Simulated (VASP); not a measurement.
# Al2Cu (Cm) in VASP: electric field gradients with r2SCAN

Aim: the electric field gradients of Al2Cu with r2SCAN.

All numbers are computed with VASP 6.6.1; they aren't measurements. Logs are shortened: lines on timing, memory, paths and dates and some standing lists are left out, and cuts for length are marked.

## Step 1: The cell of the first run

It takes space group Cm (No. 8, monoclinic). The conventional cell has a = 7.000 Å, b = 4.061 Å, c = 4.061 Å, α = 90.00°, β = 125.46°, γ = 90.00°. Al (site symmetry m) has 1 Cu at 1.44 Å within 1.9 Å. Al (site symmetry m) has 4 Cu at 2.36 to 3.00 Å and 6 Al at 2.59 to 3.20 Å within 3.3 Å. Within 1.9 Å of Cu (site symmetry m) lie 1 Al at 1.44 Å.

## Step 2: Electric field gradients, r2SCAN (shortest bond scaled by 0.58)

POSCAR

```
Al2Cu
1.0
   -2.0303375000      2.0303375000      2.8510940000
    2.0303375000     -2.0303375000      2.8510940000
    2.0303375000      2.0303375000     -2.8510940000
Al Cu
2 1
Direct
    0.6975000000      0.0925000000      0.3950000000
    0.2500000000      0.7500000000      0.5000000000
    0.5525000000      0.6575000000      0.1050000000
```

INCAR.step1

```
SYSTEM = Al2Cu
ALGO = Normal ; EDIFF = 1E-4
ENCUT = 520 ; GGA = PE
ISMEAR = -1 ; LASPH = .True.
LCHARG = .False. ; LREAL = .False.
LWAVE = .True. ; NBANDS = 16
NELM = 60 ; PREC = Accurate
SIGMA = 0.05
```

INCAR.step2

```
SYSTEM = Al2Cu
ALGO = Normal ; EDIFF = 1E-8
ENCUT = 520 ; ISIF = 2
ISMEAR = -1 ; ISTART = 1
LASPH = .True. ; LCHARG = .False.
LEFG = .True. ; LMIXTAU = .True.
LREAL = .False. ; LWAVE = .False.
METAGGA = R2SCAN ; NBANDS = 16
NELM = 60 ; PREC = Accurate
SIGMA = 0.05
```

KPOINTS

```
k-points
0
Gamma
  10 10 10
  0 0 0
```

Potentials or basis: VASP PAW PBE potentials, release 64 (Al, Cu).

Started as:

```sh
cat potpaw_PBE.64/Al/POTCAR potpaw_PBE.64/Cu/POTCAR > POTCAR
cp INCAR.step1 INCAR
mpirun -np 1 vasp_std > vasp.out
cp INCAR.step2 INCAR
mpirun -np 1 vasp_std > vasp.out
```

OUTCAR:

```text
SYSTEM = Al2Cu
   EDIFF = 1E-8
   ENCUT = 520
   ISIF = 2
   ISMEAR = -1
   ISTART = 1
   LASPH = .True.
   LREAL = .False.
   METAGGA = R2SCAN
   NELM = 60
   PREC = Accurate

 ion  position               nearest neighbor table
   1  0.697  0.093  0.395-   3 1.44   2 2.59   2 2.60   2 2.60   3 2.99   3 2.99   3 3.00   2 3.18
                             2 3.20   2 3.20
   2  0.250  0.750  0.500-   3 2.36   3 2.36   3 2.36   1 2.59   1 2.60   1 2.60   3 3.00   1 3.18
                             1 3.20   1 3.20
   3  0.553  0.657  0.105-   1 1.44   2 2.36   2 2.36   2 2.36   1 2.99   1 2.99   1 3.00   2 3.00

 -----------------------------------------------------------------------------
|                                                                             |
|           W    W    AA    RRRRR   N    N  II  N    N   GGGG   !!!           |
|           W    W   A  A   R    R  NN   N  II  NN   N  G    G  !!!           |
|           W    W  A    A  R    R  N N  N  II  N N  N  G       !!!           |
|           W WW W  AAAAAA  RRRRR   N  N N  II  N  N N  G  GGG   !            |
|           WW  WW  A    A  R   R   N   NN  II  N   NN  G    G                |
|           W    W  A    A  R    R  N    N  II  N    N   GGGG   !!!           |
|                                                                             |
|     The distance between some ions is very small. Please check the          |
|     nearest-neighbor list in the OUTCAR file.                               |
|     I HOPE YOU KNOW WHAT YOU ARE DOING!                                     |
|                                                                             |
 -----------------------------------------------------------------------------

  LATTYP: Found a body centered tetragonal cell.
 ALAT       =     4.0606750000
 C/A-ratio  =     1.4042463384

  Lattice vectors:

 A1 = (  -2.0303375000,   2.0303375000,   2.8510940000)
 A2 = (   2.0303375000,  -2.0303375000,   2.8510940000)
 A3 = (   2.0303375000,   2.0303375000,  -2.8510940000)

Analysis of symmetry for initial positions (statically):
=====================================================================
 Subroutine PRICEL returns:
 Original cell was already a primitive cell.

 Routine SETGRP: Setting up the symmetry group for a
 body centered tetragonal supercell.

 Subroutine GETGRP returns: Found  2 space group operations
 (whereof  2 operations were pure point group operations)
 out of a pool of 16 trial point group operations.

The static configuration has the point symmetry C_1h.

Analysis of symmetry for dynamics (positions and initial velocities):
=====================================================================
 Subroutine PRICEL returns:
 Original cell was already a primitive cell.

 Routine SETGRP: Setting up the symmetry group for a
 body centered tetragonal supercell.

 Subroutine GETGRP returns: Found  2 space group operations
 (whereof  2 operations were pure point group operations)
 out of a pool of 16 trial point group operations.

The dynamic configuration has the point symmetry C_1h.

 Subroutine INISYM returns: Found  2 space group operations
 (whereof  2 operations are pure point group operations),
 and found     1 'primitive' translations

----------------------------------------------------------------------------------------

                                     Primitive cell

  volume of cell :      47.0119

  direct lattice vectors                    reciprocal lattice vectors
    -2.030337500  2.030337500  2.851094000     0.000000000  0.246264476  0.175371279
     2.030337500 -2.030337500  2.851094000     0.246264476  0.000000000  0.175371279
     2.030337500  2.030337500 -2.851094000     0.246264476  0.246264476  0.000000000

  length of vectors
     4.046390703  4.046390703  4.046390703     0.302326442  0.302326442  0.348270562

  position of ions in fractional coordinates (direct lattice)
     0.697500000  0.092500000  0.395000000
     0.250000000  0.750000000  0.500000000
     0.552500000  0.657500000  0.105000000

  ion indices of the primitive-cell ions
   primitive index   ion index
                 1           1
                 2           2
                 3           3

----------------------------------------------------------------------------------------

 KPOINTS: k-points

Automatic generation of k-mesh.
 Grid dimensions read from file:
 generate k-points for:   10   10   10

 Generating k-lattice:

  Cartesian coordinates                     Fractional coordinates (reciprocal lattice)
     0.000000000  0.024626448  0.017537128     0.100000000  0.000000000 -0.000000000
     0.024626448  0.000000000  0.017537128     0.000000000  0.100000000 -0.000000000
     0.024626448  0.024626448  0.000000000     0.000000000  0.000000000  0.100000000

  Length of vectors
     0.030232644  0.030232644  0.034827056

  Shift w.r.t. Gamma in fractional coordinates (k-lattice)
     0.000000000  0.000000000  0.000000000

 Subroutine IBZKPT returns following result:
 ===========================================

 Found    282 irreducible k-points:

 Following reciprocal coordinates:
            Coordinates               Weight
  0.000000  0.000000  0.000000      1.000000
  0.100000  0.000000 -0.000000      4.000000
  0.000000  0.100000 -0.000000      2.000000
  0.100000  0.000000 -0.100000      2.000000
  0.200000  0.000000 -0.000000      4.000000
  0.000000  0.200000 -0.000000      2.000000
[... 16 lines left out ...]
  0.300000  0.100000 -0.000000      4.000000
  0.000000  0.400000 -0.100000      4.000000
 [... further k-points ...]
   k-points           NKPTS =    282   k-points in BZ     NKDIM =    282   number of bands    NBANDS=     16
   number of dos      NEDOS =    301   number of ions     NIONS =      3
   total plane-waves  NPLWV =  27000
   dimension x,y,z NGX =    30 NGY =   30 NGZ =   30
   dimension x,y,z NGXF=    60 NGYF=   60 NGZF=   60
   ions per type =               2   1
   NGX,Y,Z   is equivalent  to a cutoff of  12.33, 12.33, 12.33 a.u.
   NGXF,Y,Z  is equivalent  to a cutoff of  24.65, 24.65, 24.65 a.u.
 SYSTEM =  Al2Cu
   PREC   = accura    normal or accurate (medium, high low for compatibility)
   ISTART =      1    job   : 0-new  1-cont  2-samecut
   ICHARG =      0    charge: 1-file 2-atom 10-const
   ISPIN  =      1    spin polarized calculation?
   LNONCOLLINEAR =      F non collinear calculations
   LSORBIT =      F    spin-orbit coupling
   LASPH  =      T    aspherical Exc in radial PAW
   ENCUT  =  520.0 eV  38.22 Ry    6.18 a.u.   7.52  7.52  7.52*2*pi/ulx,y,z
   NELM   =     60;   NELMIN=  2; NELMDL=  0     # of ELM steps
   EDIFF  = 0.1E-07   stopping-criterion for ELM
   LREAL  =      F    real-space projection
   EDIFFG = 0.1E-06   stopping-criterion for IOM
   NSW    =      0    number of steps for IOM
   IBRION =     -1    ionic relax: 0-MD 1-quasi-New 2-CG
   NFREE  =      0    steps in history (QN), initial steepest desc. (CG)
   ISIF   =      2    stress and relaxation
   ISYM   =      2    0-nonsym 1-usesym 2-fastsym
   POTIM  = 0.5000    time-step for ionic-motion
   TEBEG  =    0.0;   TEEND  =   0.0 temperature during run
   PSTRESS=    0.0 pullay stress
   NELECT =      17.0000    total number of electrons
   NUPDOWN=      -1.0000    fix difference up-down
   EMIN   =  10.00;   EMAX   =-10.00  energy-range for DOS
   EFERMI =   0.00;   METHOD = LEGACY
   ISMEAR =    -1;   SIGMA  =   0.05  broadening in eV -4-tet -1-fermi 0-gaus
   EFERMI_NEDOS =   21; number of points for ismear=-14 and -15
   IALGO  =     38    algorithm
   IMIX   =      4    mixing-type and parameters
     AMIX     =   0.40;   BMIX     =  1.00
     AMIX_MAG =   1.60;   BMIX_MAG =  1.00
  volume/ion in A,a.u.               =      15.67       105.75
  Fermi-wavevector in a.u.,A,eV,Ry     =   1.166331  2.204046 18.508385  1.360328
  Thomas-Fermi vector in A             =   2.302845
   LORBIT       =      0    0 simple, 1 ext, 2 COOP (PROOUT), +10 PAW based schemes
   METAGGA = R2SCAN    functional components
   LHFCALC =     F    Hartree Fock is set to
   AEXX    =    0.0000 exact exchange contribution
   IVDW    =     0    specifies the selected vdW correction
   LEPSILON=     F    determine dielectric tensor
   LRPA    =     F    only Hartree local field effects (RPA)
 non-spin polarized calculation
  energy-cutoff  :      520.00
  volume of cell :       47.01
 maximum number of plane-waves:      1295
   NGX = 15   NGY = 15   NGZ = 15

 number of electron      17.0000004 magnetization

 Free energy of the ion-electron system (eV)
  ---------------------------------------------------
  ext. energy  EPLUGINS =         0.00000000
  ---------------------------------------------------
  free energy    TOTEN  =       -14.78690482 eV

  energy without entropy =      -14.77933513  energy(sigma->0) =      -14.78311997

 E-fermi :   7.1349     XC(G=0): -11.0747

 val. band max:        7.1278573803   @ k =  -0.3000  -0.1000   0.3000
 cond. band min:       7.1418101420   @ k =  -0.1000  -0.4000   0.4000
 fundamental gap:      0.0139527617
 Fermi energy:         7.1349078970

 k-point     1 :       0.0000    0.0000    0.0000
  band No.  band energies     occupation
      1      -3.6419      2.00000
      2       0.3396      2.00000
      3       0.3410      2.00000
      4       0.4421      2.00000
      5       1.5293      2.00000
      6       1.5341      2.00000
[... 8 lines left out ...]
     15      14.4968      0.00000
     16      15.0583      0.00000

 k-point     2 :       0.1000    0.0000   -0.0000
  band No.  band energies     occupation
      1      -3.5022      2.00000
      2       0.3302      2.00000
      3       0.3314      2.00000
      4       0.4489      2.00000
      5       1.5153      2.00000
      6       1.5535      2.00000
[... 8 lines left out ...]
     15      14.1059      0.00000
     16      14.7293      0.00000
[... 387 lines left out ...]
      5       1.3280      2.00000
      6       1.6692      2.00000
[... 8 lines left out ...]
     15      15.7810      0.00000
     16      18.0859      0.00000

 k-point    24 :       0.0000    0.4000   -0.1000
  band No.  band energies     occupation
      1      -2.0209      2.00000
      2       0.3132      2.00000
      3       0.4371      2.00000
      4       0.5326      2.00000
      5       1.4423      2.00000
      6       1.4970      2.00000
[... 8 lines left out ...]
     15      15.4892      0.00000
     16      18.7564      0.00000

 [... further k-points ...]

------------------------ aborting loop because EDIFF is reached ----------------------------------------

  FORCE on cell =-STRESS in cart. coord.  units (eV):
  Direction    XX          YY          ZZ          XY          YZ          ZX
  --------------------------------------------------------------------------------------
  -------------------------------------------------------------------------------------
  Total       30.5470250      2.8775726     16.7134387      0.0000000      0.0000000     19.3015278
  in kB     1041.0497955     98.0683499    569.5979210      0.0000000      0.0000000    657.8006051
  external PRESSURE =     569.5720221 kB  Pullay stress =       0.0000000 kB

 VOLUME and BASIS-vectors are now :
 -----------------------------------------------------------------------------
  energy-cutoff  :      520.00
  volume of cell :       47.01
      direct lattice vectors                 reciprocal lattice vectors
    -2.030337500  2.030337500  2.851094000     0.000000000  0.246264476  0.175371279
     2.030337500 -2.030337500  2.851094000     0.246264476  0.000000000  0.175371279
     2.030337500  2.030337500 -2.851094000     0.246264476  0.246264476  0.000000000

 POSITION                                       TOTAL-FORCE (eV/Angst)
 -----------------------------------------------------------------------------------
     -0.42637      2.03034      1.12618        27.222154      0.000000     19.200825
      2.03034      0.00000      1.42555        -0.141292      0.000000     -0.201728
      0.42637     -0.00000      3.15046       -27.080862     -0.000000    -18.999097
 -----------------------------------------------------------------------------------
    total drift:                               -0.020793      0.000290     -0.014950

  FREE ENERGIE OF THE ION-ELECTRON SYSTEM (eV)
  ---------------------------------------------------
  free  energy   TOTEN  =       -14.7869048150 eV

  energy  without entropy=      -14.7793351299  energy(sigma->0) =      -14.78311997

 Electric field gradients (V/A^2)
---------------------------------------------------------------------
 ion       V_xx      V_yy      V_zz      V_xy      V_xz      V_yz
---------------------------------------------------------------------
   1       2.457    -1.703    -0.753     0.000     3.034     0.000
   2      20.656   -20.055    -0.601    -0.000    28.981    -0.000
   3      42.747   -43.207     0.460     0.003    60.969     0.003
---------------------------------------------------------------------

 Electric field gradients after diagonalization (V/A^2)
 (convention: |V_zz| > |V_xx| > |V_yy|)
----------------------------------------------------------------------
 ion       V_xx      V_yy      V_zz     asymmetry (V_yy - V_xx)/ V_zz
----------------------------------------------------------------------
   1      -2.580    -1.703     4.284       0.205
   2     -20.840   -20.055    40.896       0.019
   3     -43.207   -42.927    86.134       0.003
----------------------------------------------------------------------

           NMR quadrupolar parameters

 Cq : quadrupolar parameter    Cq=e*Q*V_zz/h
 eta: asymmetry parameters     (V_yy - V_xx)/ V_zz
 Q  : nuclear electric quadrupole moment in mb (millibarn)
----------------------------------------------------------------------
 ion       Cq(MHz)       eta       Q (mb)
----------------------------------------------------------------------
   1       0.010       0.205       1.000
   2       0.099       0.019       1.000
   3       0.208       0.003       1.000
----------------------------------------------------------------------
```

It took 26 min on 1 thread of Intel Xeon 8259CL, shared host; peak memory 0.33 GiB.

Results:

| Item | Value |
| --- | --- |
| Free energy | -14.7869 eV |
| Pressure | 57.0 GPa |
| Largest force | 33.312 eV/Å |
| Band gap on the k mesh | zero (an odd number of electrons rules out a gap without spin polarisation) |
| Largest electric field gradient by atom | Al +4.3, +40.9; Cu +86.1 V/Å² |

Forces in eV/Å, atoms in the order of the input:
```
Al   27.222   0.000  19.201
Al   -0.141   0.000  -0.202
Cu  -27.081   0.000 -18.999
```

Stress tensor (GPa, compression positive):
```
104.10   0.00  65.78
  0.00   9.81   0.00
 65.78   0.00  56.96
```

Levels at points of the mesh, in eV from the Fermi level:
```
           k point  band 6  band 7  band 8  band 9  band 10  band 11  band 12  band 13
(0.00, 0.00, 0.00)   -5.60    1.67    1.69    2.15     4.06     4.06     4.25     5.21
(0.50, 0.00, 0.00)   -5.37   -5.17    0.54    1.41     2.87     3.05     3.69     5.11
(0.00, 0.50, 0.00)   -5.68   -5.68    0.14    0.19     3.44     3.50     4.61     5.69
(0.50, 0.00, 0.50)   -5.37   -5.17    0.50    1.48     2.98     3.01     3.61     5.10
(0.50, 0.50, 0.00)   -5.35   -5.01   -2.13   -1.45    -0.04     1.67    10.05    10.82
(0.50, 0.50, 0.50)   -5.35   -4.99   -2.18   -1.51    -0.12     1.63    10.05    10.81
```

Electric field gradients, principal values (V/Å²):
| atom | least | middle | greatest (by size) |
| --- | --- | --- | --- |
| 1 Al | -1.703 | -2.580 | 4.284 |
| 2 Al | -20.055 | -20.840 | 40.896 |
| 3 Cu | -42.927 | -43.207 | 86.134 |

Caveat: the cell differs from its parent crystal (shortest bond scaled by 0.58); atoms lie so close that the PAW spheres overlap strongly, which falsifies energies and pressures; the stress differs along the axes, from 10 to 104 GPa; without QUAD_EFG the Cq values of the log hold for a quadrupole moment of 1 mb, not for the nuclei; the PAW data sets were made with another functional, which shifts forces and pressure a little.
